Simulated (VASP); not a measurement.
# Os (Im-3m) in VASP: single point with PBEsol

Aim: the single point of Os with PBEsol.

Program: VASP 6.6.1. These are calculated values, not measurements. Logs are shortened: lines on timing, memory, paths and dates and some standing lists are left out, and cuts for length are marked.

## (1) The cell of the first run

Symmetry: Im-3m, No. 229, cubic system. Conventional cell: a = 3.062 Å, b = 3.062 Å, c = 3.062 Å, α = 90.00°, β = 90.00°, γ = 90.00°. Os (site symmetry m-3m) has 14 Os at 2.65 to 3.06 Å within 3.5 Å.

## (2) Single point, PBEsol

File INCAR:

```
SYSTEM = Os
PREC = Accurate
ENCUT = 520
EDIFF = 1E-6
ISMEAR = -1
SIGMA = 0.13605693000000002
LREAL = .FALSE.
LASPH = .TRUE.
NELM = 60
ALGO = Normal
ISIF = 2
LWAVE = .FALSE.
LCHARG = .FALSE.
GGA = PS
NBANDS = 10
```

File KPOINTS:

```
Automatic mesh
0
G
  15 15 15
  0 0 0
```

File POSCAR:

```
Os
1.0
   -1.5307718207      1.5307718207      1.5307718207
    1.5307718207     -1.5307718207      1.5307718207
    1.5307718207      1.5307718207     -1.5307718207
Os
1
Direct
    0.0000000000      0.0000000000      0.0000000000
```

Potentials or basis: VASP PAW PBE potentials, release 64 (Os).

Run with:

```bash
$ cat potpaw_PBE.64/Os/POTCAR > POTCAR
$ mpirun -np 1 vasp_std > vasp.out
```

OUTCAR:

```text
SYSTEM = Os
   PREC = Accurate
   ENCUT = 520
   EDIFF = 1E-6
   ISMEAR = -1
   LREAL = .FALSE.
   LASPH = .TRUE.
   NELM = 60
   ISIF = 2
   GGA = PS

 ion  position               nearest neighbor table
   1  0.000  0.000  0.000-

  LATTYP: Found a body centered cubic cell.
 ALAT       =     3.0615436414

  Lattice vectors:

 A1 = (  -1.5307718207,   1.5307718207,   1.5307718207)
 A2 = (   1.5307718207,  -1.5307718207,   1.5307718207)
 A3 = (   1.5307718207,   1.5307718207,  -1.5307718207)

Analysis of symmetry for initial positions (statically):
=====================================================================
 Subroutine PRICEL returns:
 Original cell was already a primitive cell.

 Routine SETGRP: Setting up the symmetry group for a
 body centered cubic supercell.

 Subroutine GETGRP returns: Found 48 space group operations
 (whereof 48 operations were pure point group operations)
 out of a pool of 48 trial point group operations.

The static configuration has the point symmetry O_h .

Analysis of symmetry for dynamics (positions and initial velocities):
=====================================================================
 Subroutine PRICEL returns:
 Original cell was already a primitive cell.

 Routine SETGRP: Setting up the symmetry group for a
 body centered cubic supercell.

 Subroutine GETGRP returns: Found 48 space group operations
 (whereof 48 operations were pure point group operations)
 out of a pool of 48 trial point group operations.

The dynamic configuration has the point symmetry O_h .

 Subroutine INISYM returns: Found 48 space group operations
 (whereof 48 operations are pure point group operations),
 and found     1 'primitive' translations

----------------------------------------------------------------------------------------

                                     Primitive cell

  volume of cell :      14.3480

  direct lattice vectors                    reciprocal lattice vectors
    -1.530771821  1.530771821  1.530771821     0.000000000  0.326632613  0.326632613
     1.530771821 -1.530771821  1.530771821     0.326632613  0.000000000  0.326632613
     1.530771821  1.530771821 -1.530771821     0.326632613  0.326632613  0.000000000

  length of vectors
     2.651374568  2.651374568  2.651374568     0.461928271  0.461928271  0.461928271

  position of ions in fractional coordinates (direct lattice)
     0.000000000  0.000000000  0.000000000

  ion indices of the primitive-cell ions
   primitive index   ion index
                 1           1

----------------------------------------------------------------------------------------

 KPOINTS: Automatic mesh

Automatic generation of k-mesh.
 Grid dimensions read from file:
 generate k-points for:   15   15   15

 Generating k-lattice:

  Cartesian coordinates                     Fractional coordinates (reciprocal lattice)
     0.000000000  0.021775508  0.021775508     0.066666667  0.000000000  0.000000000
     0.021775508  0.000000000  0.021775508     0.000000000  0.066666667  0.000000000
     0.021775508  0.021775508  0.000000000     0.000000000  0.000000000  0.066666667

  Length of vectors
     0.030795218  0.030795218  0.030795218

  Shift w.r.t. Gamma in fractional coordinates (k-lattice)
     0.000000000  0.000000000  0.000000000

 Subroutine IBZKPT returns following result:
 ===========================================

 Found    120 irreducible k-points:

 Following reciprocal coordinates:
            Coordinates               Weight
  0.000000  0.000000  0.000000      1.000000
  0.066667  0.000000  0.000000     12.000000
  0.133333  0.000000  0.000000     12.000000
  0.200000  0.000000  0.000000     12.000000
  0.266667  0.000000  0.000000     12.000000
  0.333333  0.000000  0.000000     12.000000
[... 16 lines left out ...]
  0.333333  0.200000 -0.000000     48.000000
  0.400000  0.200000  0.000000     24.000000
 [... further k-points ...]
   k-points           NKPTS =    120   k-points in BZ     NKDIM =    120   number of bands    NBANDS=     10
   number of dos      NEDOS =    301   number of ions     NIONS =      1
   total plane-waves  NPLWV =   8000
   dimension x,y,z NGX =    20 NGY =   20 NGZ =   20
   dimension x,y,z NGXF=    40 NGYF=   40 NGZF=   40
   ions per type =               1
   NGX,Y,Z   is equivalent  to a cutoff of  12.54, 12.54, 12.54 a.u.
   NGXF,Y,Z  is equivalent  to a cutoff of  25.08, 25.08, 25.08 a.u.
 SYSTEM =  Os
   PREC   = accura    normal or accurate (medium, high low for compatibility)
   ISTART =      0    job   : 0-new  1-cont  2-samecut
   ICHARG =      2    charge: 1-file 2-atom 10-const
   ISPIN  =      1    spin polarized calculation?
   LNONCOLLINEAR =      F non collinear calculations
   LSORBIT =      F    spin-orbit coupling
   LASPH  =      T    aspherical Exc in radial PAW
   ENCUT  =  520.0 eV  38.22 Ry    6.18 a.u.   4.93  4.93  4.93*2*pi/ulx,y,z
   NELM   =     60;   NELMIN=  2; NELMDL= -5     # of ELM steps
   EDIFF  = 0.1E-05   stopping-criterion for ELM
   LREAL  =      F    real-space projection
   EDIFFG = 0.1E-04   stopping-criterion for IOM
   NSW    =      0    number of steps for IOM
   IBRION =     -1    ionic relax: 0-MD 1-quasi-New 2-CG
   NFREE  =      0    steps in history (QN), initial steepest desc. (CG)
   ISIF   =      2    stress and relaxation
   ISYM   =      2    0-nonsym 1-usesym 2-fastsym
   POTIM  = 0.5000    time-step for ionic-motion
   TEBEG  =    0.0;   TEEND  =   0.0 temperature during run
   PSTRESS=    0.0 pullay stress
   NELECT =       8.0000    total number of electrons
   NUPDOWN=      -1.0000    fix difference up-down
   EMIN   =  10.00;   EMAX   =-10.00  energy-range for DOS
   EFERMI =   0.00;   METHOD = LEGACY
   ISMEAR =    -1;   SIGMA  =   0.14  broadening in eV -4-tet -1-fermi 0-gaus
   EFERMI_NEDOS =   21; number of points for ismear=-14 and -15
   IALGO  =     38    algorithm
   IMIX   =      4    mixing-type and parameters
     AMIX     =   0.40;   BMIX     =  1.00
     AMIX_MAG =   1.60;   BMIX_MAG =  1.00
  volume/ion in A,a.u.               =      14.35        96.83
  Fermi-wavevector in a.u.,A,eV,Ry     =   1.347435  2.546282 24.702467  1.815580
  Thomas-Fermi vector in A             =   2.475185
   LORBIT       =      0    0 simple, 1 ext, 2 COOP (PROOUT), +10 PAW based schemes
   GGA     = PS    functional components
[... 5 lines left out ...]
 non-spin polarized calculation
  energy-cutoff  :      520.00
  volume of cell :       14.35
 maximum number of plane-waves:       399
   NGX =  9   NGY =  9   NGZ =  9

 number of electron       8.0000001 magnetization

 Free energy of the ion-electron system (eV)
  ---------------------------------------------------
  ext. energy  EPLUGINS =         0.00000000
  ---------------------------------------------------
  free energy    TOTEN  =       -11.36469274 eV

  energy without entropy =      -11.28286788  energy(sigma->0) =      -11.32378031

 E-fermi :   9.2177     XC(G=0): -13.9970

 val. band max:        9.2146282466   @ k =   0.2667   0.2000   0.0667
 cond. band min:       9.2236121553   @ k =   0.1333   0.1333   0.1333
 fundamental gap:      0.0089839087
 Fermi energy:         9.2177077276

 k-point     1 :       0.0000    0.0000    0.0000
  band No.  band energies     occupation
      1      -1.8362      2.00000
      2       5.8144      2.00000
      3       5.8144      2.00000
      4       5.8144      2.00000
      5       9.1345      1.29673
      6       9.1345      1.29673
      7      25.4472      0.00000
      8      25.4472      0.00000
      9      25.4472      0.00000
     10      37.4624      0.00000

 k-point     2 :       0.0667    0.0000    0.0000
  band No.  band energies     occupation
      1      -1.6216      2.00000
      2       5.7036      2.00000
      3       5.8014      2.00000
      4       6.0150      2.00000
      5       8.9759      1.71079
      6       9.1413      1.27374
      7      25.5975      0.00000
      8      25.8002      0.00000
      9      25.8405      0.00000
     10      35.4273      0.00000

 k-point     3 :       0.1333    0.0000    0.0000
  band No.  band energies     occupation
      1      -1.0105      2.00000
      2       5.4034      2.00000
      3       5.7282      2.00000
      4       6.6057      2.00000
      5       8.6617      1.96695
      6       9.1696      1.17497
      7      25.8773      0.00000
      8      26.6697      0.00000
      9      26.8215      0.00000
     10      33.2144      0.00000

 k-point     4 :       0.2000    0.0000    0.0000
  band No.  band energies     occupation
      1      -0.1200      2.00000
      2       4.9913      2.00000
      3       5.5803      2.00000
      4       7.5516      1.99999
      5       8.4980      1.98996
      6       9.2368      0.93011
      7      25.7043      0.00000
      8      26.6938      0.00000
      9      28.4137      0.00000
     10      32.2636      0.00000
[... 222 lines left out ...]
 k-point    22 :       0.2667    0.2000   -0.0000
  band No.  band energies     occupation
      1       2.4995      2.00000
      2       4.2013      2.00000
      3       5.3249      2.00000
      4       8.6374      1.97229
      5       9.8544      0.01839
      6      13.0160      0.00000
      7      20.1793      0.00000
      8      23.6320      0.00000
      9      26.1813      0.00000
     10      31.0324      0.00000

 k-point    23 :       0.3333    0.2000   -0.0000
  band No.  band energies     occupation
      1       2.5247      2.00000
      2       4.0928      2.00000
      3       5.9675      2.00000
      4       8.8879      1.83727
      5      10.0318      0.00503
      6      14.6205      0.00000
      7      18.1793      0.00000
      8      22.4399      0.00000
      9      25.6495      0.00000
     10      32.2691      0.00000

 k-point    24 :       0.4000    0.2000    0.0000
  band No.  band energies     occupation
      1       2.4960      2.00000
      2       4.0615      2.00000
      3       6.2578      2.00000
      4       8.9387      1.77202
      5      10.2218      0.00125
      6      15.5127      0.00000
      7      17.1303      0.00000
      8      21.9226      0.00000
      9      25.4772      0.00000
     10      33.1414      0.00000

 [... further k-points ...]
[... 5 lines left out ...]
  --------------------------------------------------------------------------------------
  -------------------------------------------------------------------------------------
  Total        0.1118314      0.1118314      0.1118314      0.0000000      0.0000000     -0.0000000
  in kB       12.4877103     12.4877103     12.4877103      0.0000000      0.0000000     -0.0000000
  external PRESSURE =      12.4877103 kB  Pullay stress =       0.0000000 kB

 VOLUME and BASIS-vectors are now :
 -----------------------------------------------------------------------------
  energy-cutoff  :      520.00
  volume of cell :       14.35
      direct lattice vectors                 reciprocal lattice vectors
    -1.530771821  1.530771821  1.530771821     0.000000000  0.326632613  0.326632613
     1.530771821 -1.530771821  1.530771821     0.326632613  0.000000000  0.326632613
     1.530771821  1.530771821 -1.530771821     0.326632613  0.326632613  0.000000000

 POSITION                                       TOTAL-FORCE (eV/Angst)
 -----------------------------------------------------------------------------------
      0.00000      0.00000      0.00000        -0.000000     -0.000000      0.000000
 -----------------------------------------------------------------------------------
    total drift:                               -0.000000     -0.000000     -0.000000

  FREE ENERGIE OF THE ION-ELECTRON SYSTEM (eV)
  ---------------------------------------------------
  free  energy   TOTEN  =       -11.3646927371 eV

  energy  without entropy=      -11.2828678758  energy(sigma->0) =      -11.32378031
```

Wall time 27 s (1 thread of AMD EPYC 7R13, shared host); peak memory 0.11 GiB.

Results:

- Free energy: -11.3647 eV
- Pressure: 1.2 GPa
- Band gap on the k mesh: zero (band 4 reaches 11.39 eV, above the bottom of band 5 at 7.34 eV)

Caveat: the PAW data sets were made with another functional, which shifts forces and pressure a little; spin-orbit coupling is left out, which moves the levels of the heavy elements.
